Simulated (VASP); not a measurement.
# Au (Fm-3m) in VASP: settings compared, part 2 of 2

VASP 6.6.1. Earlier steps stand in the parts before.

## 5. Single point, PBEsol+D3(BJ)

This run uses another cell than the first one, of 16.45 Å³/atom, 0.976 times its volume.

Contents of INCAR:

```
SYSTEM = Au
PREC = Accurate
ENCUT = 520
EDIFF = 1E-6
ISMEAR = -1
SIGMA = 0.05
LREAL = .FALSE.
LASPH = .TRUE.
NELM = 60
ALGO = Normal
ISIF = 2
LWAVE = .FALSE.
LCHARG = .FALSE.
GGA = PS
IVDW = 12
NBANDS = 12
```

Contents of KPOINTS:

```
regular mesh
0
G
  11 11 11
  0 0 0
```

Contents of POSCAR:

```
Au
1.0
    0.0000000000      2.0185295792      2.0185295792
    2.0185295792      0.0000000000      2.0185295792
    2.0185295792      2.0185295792      0.0000000000
Au
1
Direct
    0.0000000000      0.0000000000      0.0000000000
```

On the command line:

```bash
$ cat potpaw_PBE.64/Au/POTCAR > POTCAR
$ mpirun -np 1 vasp_std > vasp.out
```

It took 6.9 s on 1 thread of Intel Xeon Platinum 8488C (Sapphire Rapids), shared host; peak memory 0.15 GiB.

It converged, with:

| Property | Result |
| --- | --- |
| Free energy | -4.5774 eV |
| Pressure | -0.3 GPa |
| Dispersion energy per atom | -0.655 eV |

Levels at points of the mesh, in eV from the Fermi level:
```csv
k point,band 3,band 4,band 5,band 6,band 7,band 8,band 9,band 10
"(0.00, 0.00, 0.00)",-4.86,-4.86,-3.23,-3.23,14.47,18.66,18.66,18.66
```

Caveat: the PAW data sets were made with another functional, which shifts forces and pressure a little; spin-orbit coupling is left out, which moves the levels of the heavy elements; pairwise dispersion overbinds metals, which lowers pressure and volume.

## 6. Single point, PBEsol+D3(BJ)

This run uses another cell than the first one, of 16.60 Å³/atom, 0.985 times its volume.

Contents of INCAR:

```
SYSTEM = Au
ALGO = Fast
EDIFF = 1E-6
ENCUT = 520
GGA = PS
ISIF = 2
ISMEAR = -1
IVDW = 12
LASPH = .True.
LCHARG = .True.
LELF = .True.
LREAL = .False.
LVHAR = .True.
LWAVE = .False.
NBANDS = 12
NELM = 100
PREC = Accurate
SIGMA = 0.05
```

Contents of KPOINTS:

```
k-points
0
Gamma
  11 11 11
  0 0 0
```

Contents of POSCAR:

```
Au
1.0
    0.0000000000      2.0246023285      2.0246023285
    2.0246023285      0.0000000000      2.0246023285
    2.0246023285      2.0246023285      0.0000000000
Au
1
Direct
    0.0000000000      0.0000000000      0.0000000000
```

Potentials or basis: VASP PAW PBE potentials, release 64 (Au).

On the command line:

```bash
$ cat potpaw_PBE.64/Au/POTCAR > POTCAR
$ mpirun -np 1 vasp_std > vasp.out
```

OUTCAR:

```text
SYSTEM = Au
   EDIFF = 1E-6
   ENCUT = 520
   GGA = PS
   ISIF = 2
   ISMEAR = -1
   IVDW = 12
   LASPH = .True.
   LREAL = .False.
   NELM = 100
   PREC = Accurate
 IVDW          = 12

 ion  position               nearest neighbor table
   1  0.000  0.000  0.000-

  LATTYP: Found a face centered cubic cell.
 ALAT       =     4.0492046570

  Lattice vectors:

 A1 = (   0.0000000000,   2.0246023285,   2.0246023285)
 A2 = (   2.0246023285,   0.0000000000,   2.0246023285)
 A3 = (   2.0246023285,   2.0246023285,   0.0000000000)

Analysis of symmetry for initial positions (statically):
=====================================================================
 Subroutine PRICEL returns:
 Original cell was already a primitive cell.

 Routine SETGRP: Setting up the symmetry group for a
 face centered cubic supercell.

 Subroutine GETGRP returns: Found 48 space group operations
[... 9 lines left out ...]

 Routine SETGRP: Setting up the symmetry group for a
 face centered cubic supercell.

 Subroutine GETGRP returns: Found 48 space group operations
[... 11 lines left out ...]
                                     Primitive cell

  volume of cell :      16.5977

  direct lattice vectors                    reciprocal lattice vectors
     0.000000000  2.024602328  2.024602328    -0.246962079  0.246962079  0.246962079
     2.024602328  0.000000000  2.024602328     0.246962079 -0.246962079  0.246962079
     2.024602328  2.024602328  0.000000000     0.246962079  0.246962079 -0.246962079

  length of vectors
     2.863220071  2.863220071  2.863220071     0.427750868  0.427750868  0.427750868

  position of ions in fractional coordinates (direct lattice)
     0.000000000  0.000000000  0.000000000

  ion indices of the primitive-cell ions
   primitive index   ion index
                 1           1

----------------------------------------------------------------------------------------

 KPOINTS: k-points

Automatic generation of k-mesh.
 Grid dimensions read from file:
 generate k-points for:   11   11   11

 Generating k-lattice:

  Cartesian coordinates                     Fractional coordinates (reciprocal lattice)
    -0.022451098  0.022451098  0.022451098     0.090909091  0.000000000  0.000000000
     0.022451098 -0.022451098  0.022451098     0.000000000  0.090909091  0.000000000
     0.022451098  0.022451098 -0.022451098     0.000000000  0.000000000  0.090909091

  Length of vectors
     0.038886443  0.038886443  0.038886443

  Shift w.r.t. Gamma in fractional coordinates (k-lattice)
     0.000000000  0.000000000  0.000000000

 Subroutine IBZKPT returns following result:
 ===========================================

 Found     56 irreducible k-points:

 Following reciprocal coordinates:
            Coordinates               Weight
  0.000000  0.000000  0.000000      1.000000
  0.090909  0.000000  0.000000      8.000000
  0.181818  0.000000  0.000000      8.000000
  0.272727  0.000000  0.000000      8.000000
  0.363636  0.000000  0.000000      8.000000
  0.454545  0.000000  0.000000      8.000000
[... 16 lines left out ...]
 -0.272727  0.181818  0.000000     24.000000
 -0.181818  0.181818  0.000000     12.000000
 [... further k-points ...]
   k-points           NKPTS =     56   k-points in BZ     NKDIM =     56   number of bands    NBANDS=     12
   number of dos      NEDOS =    301   number of ions     NIONS =      1
   total plane-waves  NPLWV =  13824
   dimension x,y,z NGX =    24 NGY =   24 NGZ =   24
   dimension x,y,z NGXF=    48 NGYF=   48 NGZF=   48
   ions per type =               1
   NGX,Y,Z   is equivalent  to a cutoff of  13.94, 13.94, 13.94 a.u.
   NGXF,Y,Z  is equivalent  to a cutoff of  27.87, 27.87, 27.87 a.u.
 SYSTEM =  Au
   PREC   = accura    normal or accurate (medium, high low for compatibility)
   ISTART =      0    job   : 0-new  1-cont  2-samecut
   ICHARG =      2    charge: 1-file 2-atom 10-const
   ISPIN  =      1    spin polarized calculation?
   LNONCOLLINEAR =      F non collinear calculations
   LSORBIT =      F    spin-orbit coupling
   LASPH  =      T    aspherical Exc in radial PAW
   ENCUT  =  520.0 eV  38.22 Ry    6.18 a.u.   5.32  5.32  5.32*2*pi/ulx,y,z
   NELM   =    100;   NELMIN=  2; NELMDL= -5     # of ELM steps
   EDIFF  = 0.1E-05   stopping-criterion for ELM
   LREAL  =      F    real-space projection
   EDIFFG = 0.1E-04   stopping-criterion for IOM
   NSW    =      0    number of steps for IOM
   IBRION =     -1    ionic relax: 0-MD 1-quasi-New 2-CG
   NFREE  =      0    steps in history (QN), initial steepest desc. (CG)
   ISIF   =      2    stress and relaxation
   ISYM   =      2    0-nonsym 1-usesym 2-fastsym
   POTIM  = 0.5000    time-step for ionic-motion
   TEBEG  =    0.0;   TEEND  =   0.0 temperature during run
   PSTRESS=    0.0 pullay stress
   NELECT =      11.0000    total number of electrons
   NUPDOWN=      -1.0000    fix difference up-down
   EMIN   =  10.00;   EMAX   =-10.00  energy-range for DOS
   EFERMI =   0.00;   METHOD = LEGACY
   ISMEAR =    -1;   SIGMA  =   0.05  broadening in eV -4-tet -1-fermi 0-gaus
   EFERMI_NEDOS =   21; number of points for ismear=-14 and -15
   IALGO  =     68    algorithm
   IMIX   =      4    mixing-type and parameters
     AMIX     =   0.40;   BMIX     =  1.00
     AMIX_MAG =   1.60;   BMIX_MAG =  1.00
  volume/ion in A,a.u.               =      16.60       112.01
  Fermi-wavevector in a.u.,A,eV,Ry     =   1.427324  2.697252 27.718533  2.037255
  Thomas-Fermi vector in A             =   2.547506
   LORBIT       =      0    0 simple, 1 ext, 2 COOP (PROOUT), +10 PAW based schemes
   GGA     = PS    functional components
   LHFCALC =     F    Hartree Fock is set to
   AEXX    =    0.0000 exact exchange contribution
   IVDW    =    12    specifies the selected vdW correction
   LEPSILON=     F    determine dielectric tensor
   LRPA    =     F    only Hartree local field effects (RPA)
 non-spin polarized calculation
 RMM-DIIS sequential band-by-band and
  energy-cutoff  :      520.00
  volume of cell :       16.60
 maximum number of plane-waves:       459
 NGX is ok and might be reduce to    24
   NGX = 11   NGY = 11   NGZ = 11

 number of electron      10.9999999 magnetization

 Free energy of the ion-electron system (eV)
  ---------------------------------------------------
  ext. energy  EPLUGINS =         0.00000000
  ---------------------------------------------------
  free energy    TOTEN  =        -3.92761531 eV

  energy without entropy =       -3.92593853  energy(sigma->0) =       -3.92677692

 E-fermi :   9.7144     XC(G=0): -13.0410

 val. band max:        9.5902982872   @ k =   0.4545   0.2727   0.0000
 cond. band min:       9.8007122908   @ k =  -0.4545   0.0909   0.0000
 fundamental gap:      0.2104140036
 Fermi energy:         9.7144242444

 k-point     1 :       0.0000    0.0000    0.0000
  band No.  band energies     occupation
      1      -0.4790      2.00000
      2       4.9028      2.00000
      3       4.9028      2.00000
      4       4.9028      2.00000
      5       6.5041      2.00000
      6       6.5041      2.00000
      7      24.1888      0.00000
      8      28.3328      0.00000
      9      28.3328      0.00000
     10      28.3328      0.00000
     11      33.2855      0.00000
     12      38.2518      0.00000

 k-point     2 :       0.0909    0.0000    0.0000
  band No.  band energies     occupation
      1      -0.1860      2.00000
      2       4.8070      2.00000
      3       5.0022      2.00000
      4       5.0022      2.00000
      5       6.4611      2.00000
      6       6.4611      2.00000
      7      24.5300      0.00000
      8      26.7043      0.00000
      9      28.6938      0.00000
     10      28.6938      0.00000
     11      34.1875      0.00000
     12      36.2901      0.00000
[... 301 lines left out ...]
 k-point    23 :      -0.2727    0.1818    0.0000
  band No.  band energies     occupation
      1       2.9081      2.00000
      2       4.4952      2.00000
      3       4.8750      2.00000
      4       5.6136      2.00000
      5       6.4923      2.00000
      6       8.8078      2.00000
      7      18.2837      0.00000
      8      22.1513      0.00000
      9      26.2017      0.00000
     10      29.3541      0.00000
     11      31.0108      0.00000
     12      35.4554      0.00000

 k-point    24 :      -0.1818    0.1818    0.0000
  band No.  band energies     occupation
      1       2.1563      2.00000
      2       4.2559      2.00000
      3       5.1037      2.00000
      4       5.8166      2.00000
      5       5.8612      2.00000
      6       7.7529      2.00000
      7      21.2226      0.00000
      8      23.2591      0.00000
      9      27.4884      0.00000
     10      28.9852      0.00000
     11      31.8641      0.00000
     12      34.5986      0.00000

 [... further k-points ...]

------------------------ aborting loop because EDIFF is reached ----------------------------------------

 Edisp (eV)   -0.64878

 E8    (eV) :    -0.4385

  FORCE on cell =-STRESS in cart. coord.  units (eV):
  Direction    XX          YY          ZZ          XY          YZ          ZX
  --------------------------------------------------------------------------------------
  -------------------------------------------------------------------------------------
  Total      -0.20807    -0.20807    -0.20807     0.00000     0.00000    -0.00000
  in kB     -20.08521   -20.08521   -20.08521     0.00000     0.00000    -0.00000
  external pressure =      -20.09 kB  Pullay stress =        0.00 kB

 VOLUME and BASIS-vectors are now :
 -----------------------------------------------------------------------------
  energy-cutoff  :      520.00
  volume of cell :       16.60
      direct lattice vectors                 reciprocal lattice vectors
     0.000000000  2.024602328  2.024602328    -0.246962079  0.246962079  0.246962079
     2.024602328  0.000000000  2.024602328     0.246962079 -0.246962079  0.246962079
     2.024602328  2.024602328  0.000000000     0.246962079  0.246962079 -0.246962079

 POSITION                                       TOTAL-FORCE (eV/Angst)
 -----------------------------------------------------------------------------------
      0.00000      0.00000      0.00000         0.000000     -0.000000     -0.000000
 -----------------------------------------------------------------------------------
    total drift:                               -0.000000      0.000000     -0.000000

  FREE ENERGIE OF THE ION-ELECTRON SYSTEM (eV)
  ---------------------------------------------------
  free  energy   TOTEN  =        -4.5763986042 eV

  energy  without entropy=       -4.5747218286  energy(sigma->0) =       -4.57556022
```

Run time: 9.1 s. Hardware: 1 thread of Intel Xeon Platinum 8488C (Sapphire Rapids), shared host; peak memory 0.15 GiB.

Results:

```yaml
Free_energy: -4.5764 eV
Pressure: -2.0 GPa
Dispersion_energy_per_atom: -0.649 eV
```

Caveat: three body term missing; the PAW data sets were made with another functional, which shifts forces and pressure a little; spin-orbit coupling is left out, which moves the levels of the heavy elements; pairwise dispersion overbinds metals, which lowers pressure and volume.

## 7. Overview

```csv
level,cell,k mesh,gap on the mesh (eV),pressure (GPa)
BLYP,"a = 2.878 Å, angles 60.0°, 1 atom",6 × 6 × 6,none,24.7
r2SCAN,"a = 2.878 Å, angles 60.0°, 1 atom",6 × 6 × 6,none,8.6
PBEsol,"a = 2.887 Å, angles 60.0°, 1 atom",11 × 11 × 11,none,-0.3
PBEsol+D3(BJ),"a = 2.855 Å, angles 60.0°, 1 atom",11 × 11 × 11,none,-0.3
PBEsol+D3(BJ),"a = 2.863 Å, angles 60.0°, 1 atom",11 × 11 × 11,none,-2.0
```

Alike in all rows: task single point; potentials or basis VASP PAW PBE potentials, release 64 (Au); no spin polarisation; cutoff (eV) 520; smearing fermi-dirac 0.05 eV.

Caveats: some runs use coarse meshes; the PAW data sets were made with another functional, which shifts forces and pressure a little; spin-orbit coupling is left out, which moves the levels of the heavy elements; pairwise dispersion overbinds metals, which lowers pressure and volume (some runs); three body term missing (some runs).

Total energies depend on the potentials used, so only differences within one code and one set of settings carry meaning.
